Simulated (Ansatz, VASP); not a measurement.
# Ga2O3 in VASP and in Ansatz

The input POSCAR:

```
Ga2O3
1.0
    3.0496070087      0.0000000000      0.0000000000
   -1.5248035043      2.6410371411      0.0000000000
    0.0000000000      0.0000000000      6.9800516049
Ga O
2 3
Direct
    0.3333333333      0.6666666667      0.2039202181
    0.6666666667      0.3333333333      0.7960797819
    0.0000000000      0.0000000000      0.0000000000
    0.3333333333      0.6666666667      0.6915979171
    0.6666666667      0.3333333333      0.3084020829
```

INCAR.step1

```
ALGO = Normal ; EDIFF = 1E-4
ENCUT = 520 ; GGA = PE
ISMEAR = 0 ; LASPH = T
LCHARG = F ; LREAL = F
LWAVE = T ; NBANDS = 30
NELM = 100 ; PREC = Accurate
SIGMA = 0.01
```

File INCAR.step2:

```
ALGO = Normal ; EDIFF = 1E-6
ENCUT = 520 ; ISIF = 2
ISMEAR = 0 ; ISTART = 1
LASPH = T ; LCHARG = F
LMIXTAU = T ; LREAL = F
LWAVE = F ; METAGGA = R2SCAN
NBANDS = 30 ; NELM = 100
PREC = Accurate ; SIGMA = 0.01
```

KPOINTS

```
k-points
0
Gamma
  9 9 4
```

Input for Ansatz:

```yaml
crystal:
  lattice:
    - [3.0496070087, 0.0, 0.0]
    - [-1.5248035043, 2.6410371411, 0.0]
    - [0.0, 0.0, 6.9800516049]
  atoms:
    - { symbol: Ga, position: [0.3333333333, 0.6666666667, 0.2039202181] }
    - { symbol: Ga, position: [0.6666666667, 0.3333333333, 0.7960797819] }
    - { symbol: O, position: [0.0, 0.0, 0.0] }
    - { symbol: O, position: [0.3333333333, 0.6666666667, 0.6915979171] }
    - { symbol: O, position: [0.6666666667, 0.3333333333, 0.3084020829] }
kpoints:
  mp_grid: { grid: [9, 9, 4] }
hamiltonian:
  xc: r2scan
scf:
  occupations: { method: fixed }
  n_extra_bands: 5
output:
  forces: true
  stress: true
  eigenvalues: true
```

Alike in both runs: task single point; functional r2SCAN; k mesh 9 × 9 × 4; no spin polarisation.

```csv
,VASP,Ansatz
version,VASP 6.6.1,Ansatz 0.2.0
potentials or method,"VASP PAW PBE potentials, release 64 (Ga_d, O)","plane waves, PAW"
plane-wave cutoff (eV),520,500
occupations,"gaussian, width 0.01 eV",fixed
valence electrons in the cell,44,44
```

Ansatz gave:

```
gap on the k mesh at the Fermi level (eV)                     : 2.65
pressure (GPa)                                                : -10.4
traceless stress, the component that is largest in VASP (GPa) : 3.40
rms of the force components (eV/Å)                            : 0.224
```

Task: Which values does VASP return?

Result: gap on the k mesh at the Fermi level (eV): 2.62; pressure (GPa): -8.9; traceless stress, the component that is largest in VASP (GPa): 2.61; rms of the force components (eV/Å): 0.188.

VASP's potentials were made for PBE, not for r2SCAN. Atom by atom the forces differ by 0.036 eV/Å (rms over components).
